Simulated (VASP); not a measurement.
## Al12H: relaxation of the atoms with PBE

System: Al12H, a slab with vacuum.

```
Al H
1.0
     5.71352    0.00000    0.00000
     0.00000    5.71352    0.00000
     0.00000    0.00000   19.67470
Al H
12 1
Direct
  0.25000 0.25000 0.20331
  0.25000 0.75000 0.20331
  0.75000 0.25000 0.20331
  0.75000 0.75000 0.20331
  0.00000 0.00000 0.30927
  0.00000 0.50000 0.30927
  0.50000 0.00000 0.30927
  0.50000 0.50000 0.30927
  0.25000 0.25000 0.41549
  0.25000 0.75000 0.41549
  0.75000 0.25000 0.41549
  0.75000 0.75000 0.41549
  0.25000 0.50000 0.44870
```

```json
{"Program": "VASP 6.6.1", "Task": "relaxation of the atoms", "Functional": "PBE", "Potentials or basis": "VASP PAW PBE potentials, release 64 (Al, H)", "Cutoff": "520 eV", "k mesh": "5 × 5 × 1", "Occupations": "gaussian, width 0.1 eV", "Spin": "no spin polarisation", "Dipole correction": "yes", "Atoms held fixed (from 0)": "[0, 1, 2, 3, 4, 5, 6, 7, 8, 9, 10, 11]", "Further INCAR settings": "ALGO = Fast; EDIFF = 1e-06; IBRION = 2; EDIFFG = -0.025; NSW = 36", "Atoms held along some axes (from 0)": "atom 12 along a and b"}
```

The energy gained by relaxing is 31.1 meV/atom, the ionic steps are 4 and the band gap on the k mesh is zero (an odd number of electrons rules out a gap without spin polarisation).

The path:
```tsv
step	energy change (eV)	largest force on free atoms (eV/Å)	pressure (GPa)
1	0.0000	1.8439	-0.80
2	-0.1498	1.5117	-0.91
3	-0.3944	0.3007	-1.21
4	-0.4044	0.0040	-1.27
```

Final structure:
```
Al H
1.0
     5.71352    0.00000    0.00000
     0.00000    5.71352    0.00000
     0.00000    0.00000   19.67470
Al H
12 1
Direct
  0.25000 0.25000 0.20331
  0.25000 0.75000 0.20331
  0.75000 0.25000 0.20331
  0.75000 0.75000 0.20331
  0.00000 0.00000 0.30927
  0.00000 0.50000 0.30927
  0.50000 0.00000 0.30927
  0.50000 0.50000 0.30927
  0.25000 0.25000 0.41549
  0.25000 0.75000 0.41549
  0.75000 0.25000 0.41549
  0.75000 0.75000 0.41549
  0.25000 0.50000 0.47015
```

Levels at points of the mesh, in eV from the Fermi level:
```csv
k point,band 16,band 17,band 18,band 19,band 20,band 21,band 22,band 23
"(0.00, 0.00, 0.00)",-0.87,-0.71,-0.44,-0.37,-0.06,0.01,0.01,1.19
```

Run time: 16 min on 1 thread of Oxide Virtual Turin-like Processor (shared host), peak memory 0.64 GiB.
